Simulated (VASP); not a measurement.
# SnO2 (P4_2/mnm) in VASP: single point with PBE0

Aim: the single point of SnO2 with PBE0.

Program: VASP 6.6.1. These are calculated values, not measurements. Logs are shortened: lines on timing, memory, paths and dates and some standing lists are left out, and cuts for length are marked.

### Step 1. The cell of the first run

Symmetry: P4_2/mnm, No. 136, tetragonal system. The conventional cell has a = 4.759 Å, b = 4.759 Å, c = 3.200 Å, α = 90.00°, β = 90.00°, γ = 90.00°. Within 2.7 Å of Sn (site symmetry mmm) lie 6 O at 2.06 to 2.07 Å. Within 2.7 Å of O (site symmetry m2m) lie 3 Sn at 2.06 to 2.07 Å and 1 O at 2.61 Å.

### Step 2. Single point, PBE0

Input file POSCAR:

```
SnO2
1.0
    4.7586162600      0.0000000000      0.0000000000
    0.0000000000      4.7586162600      0.0000000000
    0.0000000000      0.0000000000      3.2001508000
Sn O
2 4
Direct
    0.0000000000      0.0000000000      0.0000000000
    0.5000000000      0.5000000000      0.5000000000
    0.3059062700      0.3059062700      0.0000000000
    0.1940937300      0.8059062700      0.5000000000
    0.6940937300      0.6940937300      0.0000000000
    0.8059062700      0.1940937300      0.5000000000
```

Input file INCAR.step1:

```
PREC = Accurate ; ENCUT = 520
EDIFF = 1E-5 ; ISMEAR = -1
SIGMA = 0.02 ; LREAL = False
LASPH = True ; NELM = 80
ALGO = Normal ; ISIF = 2
LWAVE = True ; LCHARG = False
NBANDS = 35 ; GGA = PE
KPAR = 4
```

Input file INCAR.step2:

```
PREC = Accurate ; ENCUT = 520
EDIFF = 1E-6 ; ISMEAR = -1
SIGMA = 0.02 ; LREAL = False
LASPH = True ; NELM = 80
ALGO = Normal ; ISIF = 2
LWAVE = False ; LCHARG = False
GGA = PE ; LHFCALC = True
AEXX = 0.25 ; PRECFOCK = Fast
NBANDS = 35 ; ISTART = 1
KPAR = 4
```

Input file KPOINTS:

```
regular mesh
0
Gamma
  4 4 6
```

Potentials or basis: VASP PAW PBE potentials, release 64 (Sn_d, O).

Launch:

```sh
> cat potpaw_PBE.64/Sn_d/POTCAR potpaw_PBE.64/O/POTCAR > POTCAR
> cp INCAR.step1 INCAR
> mpirun -np 4 vasp_std > vasp.out
> cp INCAR.step2 INCAR
> mpirun -np 4 vasp_std > vasp.out
```

OUTCAR:

```text
PREC = Accurate
   ENCUT = 520
   EDIFF = 1E-6
   ISMEAR = -1
   LREAL = False
   LASPH = True
   NELM = 80
   ISIF = 2
   GGA = PE
   LHFCALC = True
   AEXX = 0.25
   PRECFOCK = Fast
   ISTART = 1

 ion  position               nearest neighbor table
   1  0.000  0.000  0.000-   3 2.06   5 2.06   4 2.07   6 2.07   4 2.07   6 2.07   2 3.73   2 3.73
                             2 3.73   2 3.73   2 3.73   2 3.73   2 3.73   2 3.73
   2  0.500  0.500  0.500-   4 2.06   6 2.06   5 2.07   3 2.07   3 2.07   5 2.07   1 3.73   1 3.73
                             1 3.73   1 3.73   1 3.73   1 3.73   1 3.73   1 3.73
   3  0.306  0.306  0.000-   1 2.06   2 2.07   2 2.07
   4  0.194  0.806  0.500-   2 2.06   1 2.07   1 2.07
   5  0.694  0.694  0.000-   1 2.06   2 2.07   2 2.07
   6  0.806  0.194  0.500-   2 2.06   1 2.07   1 2.07

  LATTYP: Found a simple tetragonal cell.
 ALAT       =     4.7586162600
 C/A-ratio  =     0.6724960840

  Lattice vectors:

 A1 = (   4.7586162600,   0.0000000000,   0.0000000000)
 A2 = (   0.0000000000,   4.7586162600,   0.0000000000)
 A3 = (   0.0000000000,   0.0000000000,   3.2001508000)

Analysis of symmetry for initial positions (statically):
=====================================================================
 Subroutine PRICEL returns:
 Original cell was already a primitive cell.

 Routine SETGRP: Setting up the symmetry group for a
 simple tetragonal supercell.

 Subroutine GETGRP returns: Found 16 space group operations
 (whereof  8 operations were pure point group operations)
 out of a pool of 16 trial point group operations.

The static configuration has the point symmetry D_2h.
 The point group associated with its full space group is D_4h.

Analysis of symmetry for dynamics (positions and initial velocities):
=====================================================================
 Subroutine PRICEL returns:
 Original cell was already a primitive cell.

 Routine SETGRP: Setting up the symmetry group for a
 simple tetragonal supercell.

 Subroutine GETGRP returns: Found 16 space group operations
 (whereof  8 operations were pure point group operations)
 out of a pool of 16 trial point group operations.

The dynamic configuration has the point symmetry D_2h.
 The point group associated with its full space group is D_4h.

 Subroutine INISYM returns: Found 16 space group operations
 (whereof  8 operations are pure point group operations),
 and found     1 'primitive' translations

----------------------------------------------------------------------------------------

                                     Primitive cell

  volume of cell :      72.4656

  direct lattice vectors                    reciprocal lattice vectors
     4.758616260  0.000000000  0.000000000     0.210145123  0.000000000  0.000000000
     0.000000000  4.758616260  0.000000000     0.000000000  0.210145123  0.000000000
     0.000000000  0.000000000  3.200150800     0.000000000  0.000000000  0.312485274

  length of vectors
     4.758616260  4.758616260  3.200150800     0.210145123  0.210145123  0.312485274

  position of ions in fractional coordinates (direct lattice)
     0.000000000  0.000000000  0.000000000
     0.500000000  0.500000000  0.500000000
     0.305906270  0.305906270  0.000000000
     0.194093730  0.805906270  0.500000000
     0.694093730  0.694093730  0.000000000
     0.805906270  0.194093730  0.500000000

  ion indices of the primitive-cell ions
   primitive index   ion index
                 1           1
                 2           2
                 3           3
                 4           4
                 5           5
                 6           6

----------------------------------------------------------------------------------------

 KPOINTS: regular mesh

Automatic generation of k-mesh.
 Grid dimensions read from file:
 generate k-points for:    4    4    6

 Generating k-lattice:

  Cartesian coordinates                     Fractional coordinates (reciprocal lattice)
     0.052536281  0.000000000  0.000000000     0.250000000  0.000000000  0.000000000
     0.000000000  0.052536281  0.000000000     0.000000000  0.250000000  0.000000000
     0.000000000  0.000000000  0.052080879     0.000000000  0.000000000  0.166666667

  Length of vectors
     0.052536281  0.052536281  0.052080879

  Shift w.r.t. Gamma in fractional coordinates (k-lattice)
     0.000000000  0.000000000  0.000000000

 Subroutine IBZKPT returns following result:
 ===========================================

 Found     24 irreducible k-points:

 Following reciprocal coordinates:
            Coordinates               Weight
  0.000000  0.000000  0.000000      1.000000
  0.250000  0.000000  0.000000      4.000000
  0.500000  0.000000  0.000000      2.000000
  0.250000  0.250000  0.000000      4.000000
  0.500000  0.250000  0.000000      4.000000
  0.500000  0.500000  0.000000      1.000000
[... 16 lines left out ...]
  0.500000  0.250000  0.500000      4.000000
  0.500000  0.500000  0.500000      1.000000
   k-points           NKPTS =     24   k-points in BZ     NKDIM =     96   number of bands    NBANDS=     35
   number of dos      NEDOS =    301   number of ions     NIONS =      6
   total plane-waves  NPLWV =  31104
   dimension x,y,z NGX =    36 NGY =   36 NGZ =   24
   dimension x,y,z NGXF=    72 NGYF=   72 NGZF=   48
   ions per type =               2   4
   NGX,Y,Z   is equivalent  to a cutoff of  12.58, 12.58, 12.47 a.u.
   NGXF,Y,Z  is equivalent  to a cutoff of  25.15, 25.15, 24.94 a.u.
 SYSTEM =  unknown system
   PREC   = accura    normal or accurate (medium, high low for compatibility)
   ISTART =      1    job   : 0-new  1-cont  2-samecut
   ICHARG =      0    charge: 1-file 2-atom 10-const
   ISPIN  =      1    spin polarized calculation?
   LNONCOLLINEAR =      F non collinear calculations
   LSORBIT =      F    spin-orbit coupling
   LASPH  =      T    aspherical Exc in radial PAW
   ENCUT  =  520.0 eV  38.22 Ry    6.18 a.u.   8.85  8.85  5.95*2*pi/ulx,y,z
   NELM   =     80;   NELMIN=  2; NELMDL=  0     # of ELM steps
   EDIFF  = 0.1E-05   stopping-criterion for ELM
   LREAL  =      F    real-space projection
   EDIFFG = 0.1E-04   stopping-criterion for IOM
   NSW    =      0    number of steps for IOM
   IBRION =     -1    ionic relax: 0-MD 1-quasi-New 2-CG
   NFREE  =      0    steps in history (QN), initial steepest desc. (CG)
   ISIF   =      2    stress and relaxation
   ISYM   =      3    0-nonsym 1-usesym 2-fastsym
   POTIM  = 0.5000    time-step for ionic-motion
   TEBEG  =    0.0;   TEEND  =   0.0 temperature during run
   PSTRESS=    0.0 pullay stress
   NELECT =      52.0000    total number of electrons
   NUPDOWN=      -1.0000    fix difference up-down
   EMIN   =  10.00;   EMAX   =-10.00  energy-range for DOS
   EFERMI =   0.00;   METHOD = LEGACY
   ISMEAR =    -1;   SIGMA  =   0.02  broadening in eV -4-tet -1-fermi 0-gaus
   EFERMI_NEDOS =   21; number of points for ismear=-14 and -15
   IALGO  =     38    algorithm
   IMIX   =      1    mixing-type and parameters
     AMIX     =   0.40;   BMIX     =  1.00
     AMIX_MAG =   1.60;   BMIX_MAG =  1.00
  volume/ion in A,a.u.               =      12.08        81.50
  Fermi-wavevector in a.u.,A,eV,Ry     =   1.465656  2.769688 29.227316  2.148147
  Thomas-Fermi vector in A             =   2.581487
   LORBIT       =      0    0 simple, 1 ext, 2 COOP (PROOUT), +10 PAW based schemes
   GGA     = PE    functional components
   LHFCALC =     T    Hartree Fock is set to
   PRECFOCK=fast      Normal, Fast or Accurate (Low or Medium for compatibility)
   ENCUT4O =  -1.0   cutoff for four orbital integrals eV
   NKREDX  =     1    reduce k-point grid by
   NKREDY  =     1    reduce k-point grid by
   NKREDZ  =     1    reduce k-point grid by
   AEXX    =    0.2500 exact exchange contribution
   HFSCREEN=    0.0000 screening length (either q_TF or 0.3 A-1)
   HFSCREENC=   0.0000 screening length for correlation (either q_TF or 0.3 A-1)
   ENCUTFOCK=  -1.0 apply spherical cutoff to Coloumb kernel
   IVDW    =     0    specifies the selected vdW correction
   LEPSILON=     F    determine dielectric tensor
   LRPA    =     F    only Hartree local field effects (RPA)
 non-spin polarized calculation
  energy-cutoff  :      520.00
  volume of cell :       72.47
 maximum number of plane-waves:      1992
 NGX is ok and might be reduce to    36
  NGX = 20; NGY = 20; NGZ = 14

 number of electron      52.0000002 magnetization

 Free energy of the ion-electron system (eV)
  ---------------------------------------------------
  ext. energy  EPLUGINS =         0.00000000
  ---------------------------------------------------
  free energy    TOTEN  =       -50.59286989 eV

  energy without entropy =      -50.59286989  energy(sigma->0) =      -50.59286989

 E-fermi :   4.7467     XC(G=0):  -8.7827

 val. band max:        4.2465296560   @ k =   0.0000   0.0000   0.0000
 cond. band min:       7.8185825667   @ k =   0.0000   0.0000   0.0000
 fundamental gap:      3.5720529106
 Fermi energy:         4.7466905673

 k-point     1 :       0.0000    0.0000    0.0000
  band No.  band energies     occupation
      1     -18.2300      2.00000
      2     -17.3451      2.00000
      3     -17.0715      2.00000
      4     -17.0715      2.00000
      5     -17.0449      2.00000
      6     -16.9970      2.00000
[... 27 lines left out ...]
     34      19.4171      0.00000
     35      19.7352      0.00000

 k-point     2 :       0.2500    0.0000    0.0000
  band No.  band energies     occupation
      1     -18.1269      2.00000
      2     -17.4870      2.00000
      3     -17.0681      2.00000
      4     -17.0680      2.00000
      5     -17.0482      2.00000
      6     -17.0475      2.00000
[... 27 lines left out ...]
     34      19.2611      0.00000
     35      19.6278      0.00000
[... 796 lines left out ...]
     34      18.7787      0.00000
     35      19.8384      0.00000

 k-point    24 :       0.5000    0.5000    0.5000
  band No.  band energies     occupation
      1     -17.9623      2.00000
      2     -17.9623      2.00000
      3     -17.4607      2.00000
      4     -17.4607      2.00000
      5     -16.8847      2.00000
      6     -16.8847      2.00000
[... 27 lines left out ...]
     34      18.4674      0.00000
     35      20.1211      0.00000

------------------------ aborting loop because EDIFF is reached ----------------------------------------

  FORCE on cell =-STRESS in cart. coord.  units (eV):
  Direction    XX          YY          ZZ          XY          YZ          ZX
  --------------------------------------------------------------------------------------
  -------------------------------------------------------------------------------------
  Total       -0.2163561     -0.2163561     -0.5116739     -0.0000000      0.0000000      0.0000000
  in kB       -4.7835233     -4.7835233    -11.3128500     -0.0000000      0.0000000      0.0000000
  external PRESSURE =      -6.9599655 kB  Pullay stress =       0.0000000 kB

 VOLUME and BASIS-vectors are now :
 -----------------------------------------------------------------------------
  energy-cutoff  :      520.00
  volume of cell :       72.47
      direct lattice vectors                 reciprocal lattice vectors
     4.758616260  0.000000000  0.000000000     0.210145123  0.000000000  0.000000000
     0.000000000  4.758616260  0.000000000     0.000000000  0.210145123  0.000000000
     0.000000000  0.000000000  3.200150800     0.000000000  0.000000000  0.312485274

 POSITION                                       TOTAL-FORCE (eV/Angst)
 -----------------------------------------------------------------------------------
      0.00000      0.00000      0.00000         0.000000      0.000000      0.000000
      2.37931      2.37931      1.60008         0.000000      0.000000      0.000000
      1.45569      1.45569      0.00000         0.025559      0.025559      0.000000
      0.92362      3.83500      1.60008        -0.025559      0.025559      0.000000
      3.30293      3.30293      0.00000        -0.025559     -0.025559     -0.000000
      3.83500      0.92362      1.60008         0.025559     -0.025559      0.000000
 -----------------------------------------------------------------------------------
    total drift:                                0.000002      0.000003      0.000000

  FREE ENERGIE OF THE ION-ELECTRON SYSTEM (eV)
  ---------------------------------------------------
  free  energy   TOTEN  =       -50.5928698921 eV

  energy  without entropy=      -50.5928698921  energy(sigma->0) =      -50.59286989
```

Wall time 21 min (4 MPI ranks of AMD EPYC 9R14 (Zen 4), shared host); peak memory 0.22 GiB.

What came out:

| Item | Value |
| --- | --- |
| Free energy | -50.5929 eV |
| Pressure | -0.7 GPa |
| Largest force | 0.036 eV/Å |
| Band gap on the k mesh | 3.57 eV |

Forces in eV/Å, atoms in the order of the input:
```
Sn   0.000  0.000  0.000
Sn   0.000  0.000  0.000
O    0.026  0.026  0.000
O   -0.026  0.026  0.000
O   -0.026 -0.026  0.000
O    0.026 -0.026  0.000
```

Caveat: the PAW data sets were made with another functional, which shifts forces and pressure a little; spin-orbit coupling is left out, which moves the levels of the heavy elements.
